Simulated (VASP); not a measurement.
Runs of VASP 6.6.1 on CdS. The structure is that of space group P6_3/mmc (No. 194), or close to it. The cells are those of the table. 

```csv
task,cell,k mesh,cutoff (eV),gap on the mesh (eV),pressure (GPa),relaxed volume (Å³/atom)
single point,"a = 3.788, b = 3.788, c = 6.833 Å, angles 90.0, 90.0, 120.0°, 4 atoms",12 × 12 × 8,520,none,0.3,-
relaxation of cell and atoms,"relaxed from a = 3.788, b = 3.788, c = 6.833 Å, angles 90.0, 90.0, 120.0°, 4 atoms",12 × 12 × 8,600,none,0.0,21.32
relaxation of cell and atoms,"relaxed from a = 3.795, b = 3.795, c = 6.253 Å, angles 90.0, 90.0, 120.0°, 4 atoms",6 × 6 × 4,600,none,0.1,21.32
single point,"a = 3.795, b = 3.795, c = 6.253 Å, angles 90.0, 90.0, 120.0°, 4 atoms",6 × 6 × 4,520,none,(a),-
single point,"a = 3.788, b = 3.788, c = 6.833 Å, angles 90.0, 90.0, 120.0°, 4 atoms",6 × 6 × 4,520,none,0.5,-
```

Alike in all rows: level PBE; potentials or basis VASP PAW PBE potentials, release 64 (Cd, S); no spin polarisation; smearing gaussian 0.1 eV.

Problem. Fill in the values left out.

Solution. (a) 8.6.

A k mesh can miss the band edges, and the runs leave out spin-orbit coupling on Cd.

A gap of «none» marks levels without a gap at the run's occupations.
